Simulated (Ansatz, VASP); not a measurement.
**BN: VASP beside Ansatz**

The input INCAR:

```
SYSTEM = BN
  ALGO = Normal
  EDIFF = 1E-6
  ENCUT = 600
  GGA_COMPAT = .FALSE.
  ISIF = 2
  ISMEAR = 0
  LASPH = .TRUE.
  LCHARG = .FALSE.
  LREAL = .FALSE.
  LWAVE = .FALSE.
  NBANDS = 11
  NELM = 120
  PREC = Accurate
  SIGMA = 0.01
```

Contents of KPOINTS:

```
k-points
0
G
  8 8 8
  0 0 0
```

File POSCAR:

```
BN
1.0
    0.0000000000      1.7458259350      1.7458259350
    1.7458259350      0.0000000000      1.7458259350
    1.7458259350      1.7458259350      0.0000000000
B N
1 1
Direct
    0.0000000000      0.0000000000      0.0000000000
    0.5000000000      0.5000000000      0.5000000000
```

Input for Ansatz:

```yaml
crystal:
  lattice:
    - [0.0, 1.745825935, 1.745825935]
    - [1.745825935, 0.0, 1.745825935]
    - [1.745825935, 1.745825935, 0.0]
  atoms:
    - { symbol: B, position: [0.0, 0.0, 0.0] }
    - { symbol: "N", position: [0.5, 0.5, 0.5] }
kpoints:
  mp_grid: { grid: [8, 8, 8] }
hamiltonian:
  xc: lda
scf:
  occupations: { method: fixed }
output:
  optics:
    e_range: [0, 15]
    de: 0.05
    sigma: 0.4
    scissors: 0
    scheme: fermi_dirac
    bands: auto
    kdotp_interpolation: "off"
  write_density: true
  write_potential: true
  elf: true
  volumetric_format: npy
```

Alike in both runs: task single point; functional LDA; k mesh 8 × 8 × 8; no spin polarisation.

|  | VASP | Ansatz |
| --- | --- | --- |
| version | VASP 6.6.1 | Ansatz 0.2.0 |
| potentials or method | VASP PAW LDA potentials, release 64 (B, N) | plane waves, PAW |
| plane-wave cutoff (eV) | 600 | 420 |
| occupations | gaussian, width 0.01 eV | fixed |
| valence electrons in the cell | 8 | 8 |

```tsv
	VASP	Ansatz	Ansatz less VASP
gap on the k mesh at the Fermi level (eV)	1.49	1.50	+0.011
```

LDA's correlation is that of Perdew and Zunger in VASP and of Perdew and Wang (1992) in Ansatz.
